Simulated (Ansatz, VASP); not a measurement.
## SnSe: VASP beside Ansatz

```
CELL_PARAMETERS angstrom
0.00000 3.01000 3.01000
3.01000 0.00000 3.01000
3.01000 3.01000 0.00000
ATOMIC_POSITIONS crystal
Sn 0.00000 0.00000 0.00000
Se 0.50000 0.50000 0.50000
```

Alike in both runs: task single point; functional PBEsol; k mesh 7 × 7 × 7; occupations fermi-dirac, width 0.01 eV; no spin polarisation.

|  | VASP | Ansatz |
| --- | --- | --- |
| version | VASP 6.6.1 | Ansatz 0.2.0 |
| potentials or method | VASP PAW PBE potentials, release 64 (Sn_d, Se), cutoff 520 eV | all-electron LAPW, scalar-relativistic |

|  | VASP | Ansatz | Ansatz less VASP |
| --- | --- | --- | --- |
| pressure (GPa) | -1.9 | -1.9 | -0.01 |

VASP's potentials were made for PBE, not for PBEsol. Ansatz ran all-electron here, and VASP with PAW potentials.
